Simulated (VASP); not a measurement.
Runs of VASP 6.6.1 on Ru. The structure is that of space group Fd-3m (No. 227), or close to it. The cells are those of the table. This isn't the form of Ru at room conditions, which is hcp.

```csv
spin,cell,k mesh,cutoff (eV),smearing,gap on the mesh (eV),pressure (GPa),moment (μB)
"collinear, ferromagnetic start","a = 3.927 Å, angles 60.0°, 2 atoms",11 × 11 × 11,520,fermi-dirac 0.05 eV,none,(b),0.00
"collinear, ferromagnetic start","a = 3.668 Å, angles 60.0°, 2 atoms",16 × 16 × 16,520,fermi-dirac 0.05 eV,none,32.4,0.00
"collinear, ferromagnetic start","a = 3.878 Å, angles 60.0°, 2 atoms",11 × 11 × 11,520,fermi-dirac 0.05 eV,none,-5.7,0.00
"collinear, ferromagnetic start","a = 3.975 Å, angles 60.0°, 2 atoms",11 × 11 × 11,520,fermi-dirac 0.05 eV,none,-15.0,0.00
off,"a = 3.828 Å, angles 60.0°, 2 atoms",5 × 5 × 5,550,fermi-dirac 0.1 eV,none,(a),-
"collinear, ferromagnetic start","a = 3.828 Å, angles 60.0°, 2 atoms",11 × 11 × 11,520,fermi-dirac 0.05 eV,none,0.9,0.00
```

Alike in all rows: task single point; level r2SCAN; potentials or basis VASP PAW PBE potentials, release 64 (Ru_pv).

Task: Fill in the values left out.

Result: (a) 1.2; (b) -10.9.

Caveats: some runs use coarse meshes; the PAW data sets were made with another functional, which shifts forces and pressure a little; an empty level that is flat over the whole mesh can mark a ghost state of the potentials, or a narrow d or f band (at least some runs); the cell stands under tension (at least some runs); the cell stands under pressure (at least some runs).

A k mesh can miss the band edges, and the runs leave out spin-orbit coupling on Ru.

A gap of «none» marks levels without a gap at the run's occupations.
